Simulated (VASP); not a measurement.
Input of a VASP 6.6.1 run:

Contents of INCAR:

```
SYSTEM = W
  ALGO = Normal
  EDIFF = 1E-7
  ENCUT = 520
  GGA = PE
  ISIF = 2
  ISMEAR = 0
  LASPH = .TRUE.
  LCHARG = .FALSE.
  LREAL = .FALSE.
  LWAVE = .FALSE.
  NBANDS = 13
  NELM = 80
  PREC = Accurate
  SIGMA = 0.025
```

The input KPOINTS:

```
k-points
0
G
  12 12 12
  0 0 0
```

POSCAR

```
W
1.0
   -1.5823450000      1.5823450000      1.5823450000
    1.5823450000     -1.5823450000      1.5823450000
    1.5823450000      1.5823450000     -1.5823450000
W
1
Direct
    0.0000000000      0.0000000000      0.0000000000
```

Potentials or basis: VASP PAW PBE potentials, release 64 (W_sv).

Launch:

```console
$ cat potpaw_PBE.64/W_sv/POTCAR > POTCAR
$ mpirun -np 1 vasp_std > vasp.out
```

Problem. Predict the pressure.

Solution. 6.7 GPa.

Problem. Predict the band gap on the k mesh.

Solution. Zero (band 7 reaches 16.61 eV, above the bottom of band 8 at 10.21 eV).

Caveat: spin-orbit coupling is left out, which moves the levels of the heavy elements.
